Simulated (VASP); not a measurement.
A run of VASP 6.6.1:

POSCAR

```
Mg2Ge
1.0
   12.7273910000      0.0000000000      0.0000000000
    0.0000000000     12.7273910000      0.0000000000
    0.0000000000      0.0000000000     12.7273910000
Mg Ge
64 32
Direct
    0.3750000000      0.1250000000      0.1250000000
    0.3750000000      0.1250000000      0.6250000000
    0.3750000000      0.6250000000      0.1250000000
    0.3750000000      0.6250000000      0.6250000000
    0.8750000000      0.1250000000      0.1250000000
    0.8750000000      0.1250000000      0.6250000000
    0.8750000000      0.6250000000      0.1250000000
    0.8750000000      0.6250000000      0.6250000000
    0.1250000000      0.3750000000      0.1250000000
    0.1250000000      0.3750000000      0.6250000000
    0.1250000000      0.8750000000      0.1250000000
    0.1250000000      0.8750000000      0.6250000000
    0.6250000000      0.3750000000      0.1250000000
    0.6250000000      0.3750000000      0.6250000000
    0.6250000000      0.8750000000      0.1250000000
    0.6250000000      0.8750000000      0.6250000000
    0.1250000000      0.1250000000      0.3750000000
    0.1250000000      0.1250000000      0.8750000000
    0.1250000000      0.6250000000      0.3750000000
    0.1250000000      0.6250000000      0.8750000000
    0.6250000000      0.1250000000      0.3750000000
    0.6250000000      0.1250000000      0.8750000000
    0.6250000000      0.6250000000      0.3750000000
    0.6250000000      0.6250000000      0.8750000000
    0.1250000000      0.1250000000      0.1250000000
    0.1250000000      0.1250000000      0.6250000000
    0.1250000000      0.6250000000      0.1250000000
    0.1250000000      0.6250000000      0.6250000000
    0.6250000000      0.1250000000      0.1250000000
    0.6250000000      0.1250000000      0.6250000000
    0.6250000000      0.6250000000      0.1250000000
    0.6250000000      0.6250000000      0.6250000000
    0.3750000000      0.3750000000      0.3750000000
    0.3750000000      0.3750000000      0.8750000000
    0.3750000000      0.8750000000      0.3750000000
    0.3750000000      0.8750000000      0.8750000000
    0.8750000000      0.3750000000      0.3750000000
    0.8750000000      0.3750000000      0.8750000000
    0.8750000000      0.8750000000      0.3750000000
    0.8750000000      0.8750000000      0.8750000000
    0.3750000000      0.3750000000      0.1250000000
    0.3750000000      0.3750000000      0.6250000000
    0.3750000000      0.8750000000      0.1250000000
    0.3750000000      0.8750000000      0.6250000000
    0.8750000000      0.3750000000      0.1250000000
    0.8750000000      0.3750000000      0.6250000000
    0.8750000000      0.8750000000      0.1250000000
    0.8750000000      0.8750000000      0.6250000000
    0.3750000000      0.1250000000      0.3750000000
    0.3750000000      0.1250000000      0.8750000000
    0.3750000000      0.6250000000      0.3750000000
    0.3750000000      0.6250000000      0.8750000000
    0.8750000000      0.1250000000      0.3750000000
    0.8750000000      0.1250000000      0.8750000000
    0.8750000000      0.6250000000      0.3750000000
    0.8750000000      0.6250000000      0.8750000000
    0.1250000000      0.3750000000      0.3750000000
    0.1250000000      0.3750000000      0.8750000000
    0.1250000000      0.8750000000      0.3750000000
    0.1250000000      0.8750000000      0.8750000000
    0.6250000000      0.3750000000      0.3750000000
    0.6250000000      0.3750000000      0.8750000000
    0.6250000000      0.8750000000      0.3750000000
    0.6250000000      0.8750000000      0.8750000000
    0.0000000000      0.0000000000      0.0000000000
    0.0000000000      0.0000000000      0.5000000000
    0.0000000000      0.5000000000      0.0000000000
    0.0000000000      0.5000000000      0.5000000000
    0.5000000000      0.0000000000      0.0000000000
    0.5000000000      0.0000000000      0.5000000000
    0.5000000000      0.5000000000      0.0000000000
    0.5000000000      0.5000000000      0.5000000000
    0.2500000000      0.2500000000      0.0000000000
    0.2500000000      0.2500000000      0.5000000000
    0.2500000000      0.7500000000      0.0000000000
    0.2500000000      0.7500000000      0.5000000000
    0.7500000000      0.2500000000      0.0000000000
    0.7500000000      0.2500000000      0.5000000000
    0.7500000000      0.7500000000      0.0000000000
    0.7500000000      0.7500000000      0.5000000000
    0.2500000000      0.0000000000      0.2500000000
    0.2500000000      0.0000000000      0.7500000000
    0.2500000000      0.5000000000      0.2500000000
    0.2500000000      0.5000000000      0.7500000000
    0.7500000000      0.0000000000      0.2500000000
    0.7500000000      0.0000000000      0.7500000000
    0.7500000000      0.5000000000      0.2500000000
    0.7500000000      0.5000000000      0.7500000000
    0.0000000000      0.2500000000      0.2500000000
    0.0000000000      0.2500000000      0.7500000000
    0.0000000000      0.7500000000      0.2500000000
    0.0000000000      0.7500000000      0.7500000000
    0.5000000000      0.2500000000      0.2500000000
    0.5000000000      0.2500000000      0.7500000000
    0.5000000000      0.7500000000      0.2500000000
    0.5000000000      0.7500000000      0.7500000000
```

The input INCAR.step1:

```
  PREC = Accurate
  ENCUT = 660
  ISMEAR = -1
  SIGMA = 0.05
  LREAL = Auto
  LASPH = True
  NELM = 120
  NBANDS = 342
  GGA = PE
  ALGO = Normal
  EDIFF = 1E-5
  LWAVE = True
  LCHARG = False
  GGA_COMPAT = False
  NCORE = 4
```

Contents of INCAR.step2:

```
  PREC = Accurate
  ENCUT = 660
  EDIFF = 1E-6
  ISMEAR = -1
  SIGMA = 0.05
  LREAL = Auto
  LASPH = True
  NELM = 120
  ALGO = Normal
  ISIF = 2
  LWAVE = False
  LCHARG = True
  METAGGA = R2SCAN
  LMIXTAU = True
  LELF = True
  LVHAR = True
  NBANDS = 342
  ISTART = 1
  GGA_COMPAT = False
  NCORE = 4
```

KPOINTS

```
Automatic mesh
0
Gamma
  1 1 1
```

Potentials or basis: VASP PAW PBE potentials, release 64 (Mg, Ge_d).

The run is started by

```console
$ cat potpaw_PBE.64/Mg/POTCAR potpaw_PBE.64/Ge_d/POTCAR > POTCAR
$ cp INCAR.step1 INCAR
$ mpirun -np 4 vasp_gam > vasp.out
$ cp INCAR.step2 INCAR
$ mpirun -np 4 vasp_gam > vasp.out
```

Hardware: 4 MPI ranks on AMD EPYC 7R43 64-Core Processor (Zen 3), with other jobs on the host.

Task: Estimate the wall time of this run.

Result: It took 15 min on 4 MPI ranks on AMD EPYC 7R43 64-Core Processor (Zen 3), on a shared host, peak memory 0.83 GiB a rank. Counts: k points 1.
